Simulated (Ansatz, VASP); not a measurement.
# One calculation of AgB, two programs

INCAR

```
PREC     = Accurate       # precision mode
ENCUT    = 600            # plane-wave cutoff, eV
EDIFF    = 1E-6           # SCF threshold, eV
ISMEAR   = 0              # smearing method
SIGMA    = 0.1            # smearing width, eV
LREAL    = False          # projectors in reciprocal space
LASPH    = True           # aspherical terms in the spheres
NELM     = 80             # most SCF steps
ALGO     = Normal         # electronic algorithm
ISIF     = 3              # what is computed and relaxed
LWAVE    = False          # write WAVECAR
LCHARG   = False          # write CHGCAR
GGA      = PE             # functional
IBRION   = 2              # ionic algorithm
NSW      = 90             # ionic steps
EDIFFG   = -0.04          # ionic threshold
```

The input KPOINTS:

```
Automatic mesh
0
Gamma
  8 8 4
```

Contents of POSCAR:

```
AgB
1.0
    2.4379951800      0.0000000000      0.0000000000
    0.0000000000      2.4379951800      0.0000000000
    0.0000000000      0.0000000000      4.6070492000
Ag B
1 1
Direct
    0.5000000000      0.5000000000      0.3987671800
    0.5000000000      0.5000000000      0.9482483200
```

Input for Ansatz:

```yaml
crystal:
  lattice:
    - [2.43799518, 0.0, 0.0]
    - [0.0, 2.43799518, 0.0]
    - [0.0, 0.0, 4.6070492]
  atoms:
    - { symbol: Ag, position: [0.5, 0.5, 0.39876718] }
    - { symbol: B, position: [0.5, 0.5, 0.94824832] }
basis:
  ecutwfc: 420
kpoints:
  mp_grid: { grid: [8, 8, 4] }
hamiltonian:
  xc: pbe
scf:
  occupations: { method: gaussian, width: 0.1 }
  lower_state_search: "off"
output:
  forces: true
  stress: true
  eigenvalues: true
relax:
  adjacent_minimum: "off"
  f_tol: 0.04
  max_steps: 70
  cell: { stress_tol: 0.4 }
```

Alike in both runs: task relaxation of cell and atoms; functional PBE; k mesh 8 × 8 × 4; occupations gaussian, width 0.1 eV; no spin polarisation.

```csv
,VASP,Ansatz
version,VASP 6.6.1,Ansatz 0.2.0
potentials or method,"VASP PAW PBE potentials, release 64 (Ag, B), cutoff 600 eV","scalar-relativistic, plane waves, PAW"
valence electrons in the cell,14,22
```

Ansatz gave:

```
gap on the k mesh at the Fermi level, each at its own relaxed structure (eV) : none
relaxed volume (Å³/atom)                                                     : 15.29
relaxed length of the cell vector where the two differ most in proportion (Å)              : 4.273
```

Q: Which values does VASP return?

A: gap on the k mesh at the Fermi level, each at its own relaxed structure (eV): none; relaxed volume (Å³/atom): 15.26; relaxed length of the cell vector where the two differ most in proportion (Å): 4.282.

A gap of «none» marks a metal or a gap that the smearing closes. VASP's potentials hold 14 valence electrons a cell and Ansatz's 22, so a difference there can come from the potentials and not from the codes.
